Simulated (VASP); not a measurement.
# Mg8O9 (a cell with a defect) in VASP: single point with PBE

Aim: the single point of Mg8O9 (a cell with a defect) with PBE.

Everything below comes from runs of VASP 6.6.1. Logs are shortened: lines on timing, memory, paths and dates and some standing lists are left out, and cuts for length are marked.

## (1) The cell of the first run

The cell holds a defect, 17 atoms: a = 5.514 Å, b = 5.514 Å, c = 5.514 Å, α = 60.00°, β = 60.00°, γ = 60.00°.

## (2) Single point, PBE, collinear spin

File INCAR:

```
PREC = Accurate ; ENCUT = 620
EDIFF = 1E-6 ; ISMEAR = -1
SIGMA = 0.05 ; LREAL = Auto
LASPH = True ; NELM = 200
ALGO = Normal ; ISIF = 2
LWAVE = False ; LCHARG = False
ISPIN = 2 ; MAGMOM = 0 0 0 0 0 0 0 0 0 0 0 0 0 0 0 0 1
LORBIT = 11 ; GGA = PE
NBANDS = 85 ; GGA_COMPAT = False
```

File KPOINTS:

```
regular mesh
0
Gamma
  2 2 2
```

File POSCAR:

```
Mg8O9
1.0
    0.0000000000      3.8990000000      3.8990000000
    3.8990000000      0.0000000000      3.8990000000
    3.8990000000      3.8990000000      0.0000000000
Mg O
8 9
Direct
    0.0182304709     -0.0246525075      0.0384749978
   -0.0188268860      0.0044857155      0.5328209894
   -0.0120273232      0.4976817768      0.0260087867
    0.0182197560      0.5101123095      0.5037021866
    0.4676081171     -0.0246411944      0.0384651753
    0.4978233865     -0.0121666495      0.5161497929
    0.5047300428      0.4809469287      0.0092504045
    0.4676119389      0.5101274114      0.5036955578
    0.2429252292      0.2427349311      0.2710462341
    0.2429187853      0.2427301958      0.7710766482
    0.2429537016      0.7426900701      0.2710616664
    0.2429248043      0.7427122109      0.7711017718
    0.7429154926      0.2427226628      0.2710477228
    0.7429662477      0.3645930924      0.6491134405
    0.7428802553      0.7427517375      0.2711214438
    0.7428873435      0.7427054692      0.7710903937
    0.7429841375      0.1207637398     -0.1070464123
```

Potentials or basis: VASP PAW PBE potentials, release 64 (Mg_sv, O).

On the command line:

```sh
$ cat potpaw_PBE.64/Mg_sv/POTCAR potpaw_PBE.64/O/POTCAR > POTCAR
$ mpirun -np 1 vasp_std > vasp.out
```

OUTCAR:

```text
PREC = Accurate
   ENCUT = 620
   EDIFF = 1E-6
   ISMEAR = -1
   LREAL = Auto
   LASPH = True
   NELM = 200
   ISIF = 2
   ISPIN = 2
   LORBIT = 11
   GGA = PE

 ion  position               nearest neighbor table
   1  0.018  0.975  0.038-  17 1.72  11 1.78  10 1.93  13 1.96  12 1.96  15 1.99
   2  0.981  0.004  0.533-   9 1.95  12 1.95  13 1.95  16 1.95  14 1.98  17 1.98  11 2.04
   3  0.988  0.498  0.026-  15 1.91  12 1.95   9 1.95  16 1.95  13 1.95  10 1.99
   4  0.018  0.510  0.504-  14 1.72  11 1.78  10 1.93  16 1.96   9 1.96  15 1.99
   5  0.468  0.975  0.038-  17 1.72  11 1.78  10 1.93   9 1.96  16 1.96  15 1.99
   6  0.498  0.988  0.516-  15 1.91  13 1.95   9 1.95  16 1.95  12 1.95  10 1.99
   7  0.505  0.481  0.009-  16 1.95  12 1.95  13 1.95   9 1.95  14 1.98  17 1.98  11 2.04
   8  0.468  0.510  0.504-  14 1.72  11 1.78  10 1.93  12 1.96  13 1.96  15 1.99
   9  0.243  0.243  0.271-   3 1.95   6 1.95   2 1.95   7 1.95   5 1.96   4 1.96
  10  0.243  0.243  0.771-   1 1.93   4 1.93   5 1.93   8 1.93   6 1.99   3 1.99
  11  0.243  0.743  0.271-   8 1.78   1 1.78   4 1.78   5 1.78   7 2.04   2 2.04
  12  0.243  0.743  0.771-   3 1.95   6 1.95   7 1.95   2 1.95   8 1.96   1 1.96
  13  0.743  0.243  0.271-   6 1.95   3 1.95   7 1.95   2 1.95   1 1.96   8 1.96
  14  0.743  0.365  0.649-  17 1.34   8 1.72   4 1.72   2 1.98   7 1.98
  15  0.743  0.743  0.271-   6 1.91   3 1.91   8 1.99   4 1.99   5 1.99   1 1.99
  16  0.743  0.743  0.771-   6 1.95   3 1.95   7 1.95   2 1.95   4 1.96   5 1.96
  17  0.743  0.121  0.893-  14 1.34   1 1.72   5 1.72   2 1.98   7 1.98

  LATTYP: Found a face centered cubic cell.
 ALAT       =     7.7980000000

  Lattice vectors:

 A1 = (   0.0000000000,   3.8990000000,   3.8990000000)
 A2 = (   3.8990000000,   0.0000000000,   3.8990000000)
 A3 = (   3.8990000000,   3.8990000000,   0.0000000000)

Analysis of symmetry for initial positions (statically):
=====================================================================
 Subroutine PRICEL returns:
 Original cell was already a primitive cell.

 Routine SETGRP: Setting up the symmetry group for a
 face centered cubic supercell.

 Subroutine GETGRP returns: Found  1 space group operations
 (whereof  1 operations were pure point group operations)
 out of a pool of 48 trial point group operations.

The static configuration has the point symmetry C_1 .

Analysis of symmetry for dynamics (positions and initial velocities):
=====================================================================
 Subroutine PRICEL returns:
 Original cell was already a primitive cell.

 Routine SETGRP: Setting up the symmetry group for a
 face centered cubic supercell.

 Subroutine GETGRP returns: Found  1 space group operations
 (whereof  1 operations were pure point group operations)
 out of a pool of 48 trial point group operations.

The dynamic configuration has the point symmetry C_1 .

Analysis of structural, dynamic, and magnetic symmetry:
=====================================================================
 Subroutine PRICEL returns:
 Original cell was already a primitive cell.

 Routine SETGRP: Setting up the symmetry group for a
 face centered cubic supercell.

 Subroutine GETGRP returns: Found  1 space group operations
 (whereof  1 operations were pure point group operations)
 out of a pool of 48 trial point group operations.

The overall configuration has the point symmetry C_1 .

 Subroutine INISYM returns: Found  1 space group operations
 (whereof  1 operations are pure point group operations),
 and found     1 'primitive' translations

----------------------------------------------------------------------------------------

                                     Primitive cell

  volume of cell :     118.5468

  direct lattice vectors                    reciprocal lattice vectors
     0.000000000  3.899000000  3.899000000    -0.128238010  0.128238010  0.128238010
     3.899000000  0.000000000  3.899000000     0.128238010 -0.128238010  0.128238010
     3.899000000  3.899000000  0.000000000     0.128238010  0.128238010 -0.128238010

  length of vectors
     5.514018680  5.514018680  5.514018680     0.222114748  0.222114748  0.222114748

  position of ions in fractional coordinates (direct lattice)
     0.018230471  0.975347492  0.038474998
     0.981173114  0.004485716  0.532820989
     0.987972677  0.497681777  0.026008787
     0.018219756  0.510112310  0.503702187
     0.467608117  0.975358806  0.038465175
[... 77 lines left out ...]
 SYSTEM =  unknown system
   PREC   = accura    normal or accurate (medium, high low for compatibility)
   ISTART =      0    job   : 0-new  1-cont  2-samecut
   ICHARG =      2    charge: 1-file 2-atom 10-const
   ISPIN  =      2    spin polarized calculation?
   LNONCOLLINEAR =      F non collinear calculations
   LSORBIT =      F    spin-orbit coupling
   LASPH  =      T    aspherical Exc in radial PAW
   ENCUT  =  620.0 eV  45.57 Ry    6.75 a.u.  11.19 11.19 11.19*2*pi/ulx,y,z
   NELM   =    200;   NELMIN=  2; NELMDL= -5     # of ELM steps
   EDIFF  = 0.1E-05   stopping-criterion for ELM
   LREAL  =      T    real-space projection
   EDIFFG = 0.1E-04   stopping-criterion for IOM
   NSW    =      0    number of steps for IOM
   IBRION =     -1    ionic relax: 0-MD 1-quasi-New 2-CG
   NFREE  =      0    steps in history (QN), initial steepest desc. (CG)
   ISIF   =      2    stress and relaxation
   ISYM   =      2    0-nonsym 1-usesym 2-fastsym
   POTIM  = 0.5000    time-step for ionic-motion
   TEBEG  =    0.0;   TEEND  =   0.0 temperature during run
   PSTRESS=    0.0 pullay stress
   NELECT =     134.0000    total number of electrons
   NUPDOWN=      -1.0000    fix difference up-down
   EMIN   =  10.00;   EMAX   =-10.00  energy-range for DOS
   EFERMI =   0.00;   METHOD = LEGACY
   ISMEAR =    -1;   SIGMA  =   0.05  broadening in eV -4-tet -1-fermi 0-gaus
   EFERMI_NEDOS =   21; number of points for ismear=-14 and -15
   IALGO  =     38    algorithm
   IMIX   =      4    mixing-type and parameters
     AMIX     =   0.40;   BMIX     =  1.00
     AMIX_MAG =   1.60;   BMIX_MAG =  1.00
  volume/ion in A,a.u.               =       6.97        47.06
  Fermi-wavevector in a.u.,A,eV,Ry     =   1.705349  3.222642 39.568657  2.908214
  Thomas-Fermi vector in A             =   2.784585
   LORBIT       =     11    0 simple, 1 ext, 2 COOP (PROOUT), +10 PAW based schemes
   GGA     = PE    functional components
   LHFCALC =     F    Hartree Fock is set to
   AEXX    =    0.0000 exact exchange contribution
   IVDW    =     0    specifies the selected vdW correction
   LEPSILON=     F    determine dielectric tensor
   LRPA    =     F    only Hartree local field effects (RPA)
 spin polarized calculation
  energy-cutoff  :      620.00
  volume of cell :      118.55
 maximum number of plane-waves:      4184
 NGX is ok and might be reduce to    48
   NGX = 23   NGY = 23   NGZ = 23

 number of electron     134.0000007 magnetization       0.0000031

 number of electron     134.0000007 magnetization      -0.0000121

 Free energy of the ion-electron system (eV)
  ---------------------------------------------------
  ext. energy  EPLUGINS =         0.00000000
  ---------------------------------------------------
  free energy    TOTEN  =       -85.77485781 eV

  energy without entropy =      -85.77485781  energy(sigma->0) =      -85.77485781

 E-fermi :   7.9710     XC(G=0): -12.8945

 val. band max:        6.7406745293   @ k =   0.0000   0.5000   0.5000
 cond. band min:      12.6559724571   @ k =   0.0000   0.0000   0.0000
 fundamental gap:      5.9152979278
 Fermi energy:         7.9710155506

 spin component 1

 k-point     1 :       0.0000    0.0000    0.0000
  band No.  band energies     occupation
      1     -66.6071      1.00000
      2     -66.6053      1.00000
      3     -66.0775      1.00000
      4     -66.0655      1.00000
      5     -66.0531      1.00000
      6     -66.0516      1.00000
[... 645 lines left out ...]
     78      18.1107      0.00000
     79      18.1292      0.00000
 Fermi energy:         7.9710155506

 spin component 2

 k-point     1 :       0.0000    0.0000    0.0000
  band No.  band energies     occupation
      1     -66.6070      1.00000
      2     -66.6053      1.00000
      3     -66.0775      1.00000
      4     -66.0655      1.00000
      5     -66.0531      1.00000
      6     -66.0516      1.00000
[... 645 lines left out ...]
     78      18.1107      0.00000
     79      18.1292      0.00000
 [bands above 79 left out]

------------------------ aborting loop because EDIFF is reached ----------------------------------------

  FORCE on cell =-STRESS in cart. coord.  units (eV):
  Direction    XX          YY          ZZ          XY          YZ          ZX
  --------------------------------------------------------------------------------------
  -------------------------------------------------------------------------------------
  Total       58.0135569     81.9436959     81.9278160      0.0086625     -1.2769278     -0.0074159
  in kB      784.0619436   1107.4813700   1107.2667507      0.1170749    -17.2578707     -0.1002272
  external PRESSURE =     999.6033548 kB  Pullay stress =       0.0000000 kB

 VOLUME and BASIS-vectors are now :
 -----------------------------------------------------------------------------
  energy-cutoff  :      620.00
  volume of cell :      118.55
      direct lattice vectors                 reciprocal lattice vectors
     0.000000000  3.899000000  3.899000000    -0.128238010  0.128238010  0.128238010
     3.899000000  0.000000000  3.899000000     0.128238010 -0.128238010  0.128238010
     3.899000000  3.899000000  0.000000000     0.128238010  0.128238010 -0.128238010

 POSITION                                       TOTAL-FORCE (eV/Angst)
 -----------------------------------------------------------------------------------
      3.95289      0.22109      3.87396        -0.000903      0.021049      0.011936
      2.09496      5.90306      3.84308        -0.030581     -0.000359     -0.001423
      2.04187      3.95351      5.79257        -0.009082      0.000068     -0.000484
      3.95286      2.03497      2.05997        -0.000711      0.011498      0.021938
      3.95290      1.97318      5.62613        -0.001397     -0.011667     -0.019575
      5.86403      3.95348      5.79258         0.009759      0.000435     -0.000031
[... 9 lines left out ...]
      5.90229      5.90300      5.79233         0.000480      0.001393      0.004476
      3.95248      6.37852      3.36775         0.000406      0.229111     -0.233287
 -----------------------------------------------------------------------------------
    total drift:                                0.001918      0.003963     -0.010727

  FREE ENERGIE OF THE ION-ELECTRON SYSTEM (eV)
  ---------------------------------------------------
  free  energy   TOTEN  =       -85.7748578063 eV

  energy  without entropy=      -85.7748578063  energy(sigma->0) =      -85.77485781

 total charge

# of ion       s       p       d       tot
------------------------------------------
    1        2.107   6.085   0.096   8.288
    2        2.086   6.050   0.074   8.210
    3        2.091   6.055   0.073   8.219
    4        2.107   6.085   0.096   8.288
    5        2.107   6.085   0.096   8.288
    6        2.091   6.055   0.073   8.219
[... 9 lines left out ...]
   16        1.548   3.719   0.000   5.267
   17        1.609   3.714   0.000   5.323
--------------------------------------------------
tot         30.854  82.107   0.678 113.639

 magnetization (x)

# of ion       s       p       d       tot
------------------------------------------
    1       -0.000  -0.000  -0.000  -0.000
    2       -0.000   0.000   0.000  -0.000
    3       -0.000  -0.000  -0.000  -0.000
    4       -0.000   0.000   0.000  -0.000
    5       -0.000  -0.000  -0.000  -0.000
    6       -0.000  -0.000  -0.000  -0.000
[... 9 lines left out ...]
   16       -0.000   0.000   0.000  -0.000
   17        0.000   0.000   0.000   0.000
--------------------------------------------------
tot         -0.000  -0.000   0.000  -0.000
```

Wall time 7.2 min (1 thread of Intel Xeon Platinum 8375C at 2.90GHz (Ice Lake), shared host); peak memory 0.46 GiB.

What came out:

```
Free energy                                           : -85.7749 eV
Pressure                                              : 100.0 GPa
Largest force                                         : 0.328 eV/Å
Band gap on the k mesh                                : 5.92 eV
Net moment                                            : 0.00 μB per cell
Valence electrons inside the program's atomic spheres : Mg 8.29, 8.21, 8.22 (each value once); O 5.27, 5.26, 5.38, 5.32, 5.28 (each value once)
```

Forces on the atoms (eV/Å):
```
Mg  -0.001  0.021  0.012
Mg  -0.031  0.000 -0.001
Mg  -0.009  0.000  0.000
Mg  -0.001  0.011  0.022
Mg  -0.001 -0.012 -0.020
Mg   0.010  0.000  0.000
Mg   0.031  0.001 -0.003
Mg  -0.001 -0.021 -0.013
O    0.001  0.001 -0.001
O    0.001  0.000  0.000
O    0.002 -0.001  0.000
O   -0.001 -0.002  0.000
O    0.002  0.003  0.001
O    0.001 -0.232  0.232
O   -0.004 -0.001  0.001
O    0.000  0.001  0.004
O    0.000  0.229 -0.233
```

Stress tensor (GPa, compression positive):
```
 78.41   0.01  -0.01
  0.01 110.75  -1.73
 -0.01  -1.73 110.73
```

Caveat: the k points lie up to 0.70 Å⁻¹ apart.
